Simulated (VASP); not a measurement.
The system is Pd.

```
CELL_PARAMETERS angstrom
0.00000 1.97347 1.97347
1.97347 0.00000 1.97347
1.97347 1.97347 0.00000
ATOMIC_POSITIONS crystal
Pd 0.00000 0.00000 0.00000
```

Base run:

```yaml
Program: VASP 6.6.1
Functional: PBE
Potentials_or_basis: VASP PAW PBE potentials, release 64 (Pd)
Cutoff: 520 eV
k_mesh: 8 × 8 × 8
Occupations: fermi-dirac, width 0.1 eV
Spin: no spin polarisation
```

Its results: band gap on the k mesh zero (band 5 reaches 9.39 eV, above the bottom of band 6 at 7.91 eV); pressure 0.1 GPa.

Problem. After a change of settings the same cell gave: band gap on the k mesh zero (band 5 reaches 10.20 eV, above the bottom of band 6 at 8.74 eV); pressure 54.6 GPa. Which change was it?
A. k mesh from 8 × 8 × 8 to 2 × 2 × 2
B. k mesh from 8 × 8 × 8 to 14 × 14 × 14; occupations from fermi-dirac, width 0.1 eV to methfessel-paxton, width 0.03 eV
C. k mesh from 8 × 8 × 8 to 20 × 20 × 20
D. k mesh from 8 × 8 × 8 to 4 × 4 × 4; further incar settings from ALGO = Normal; EDIFF = 1e-06; NBANDS = 11 to ALGO = Normal; EDIFF = 1e-07; NBANDS = 11

Solution. A.

Caveats: some runs use coarse meshes.
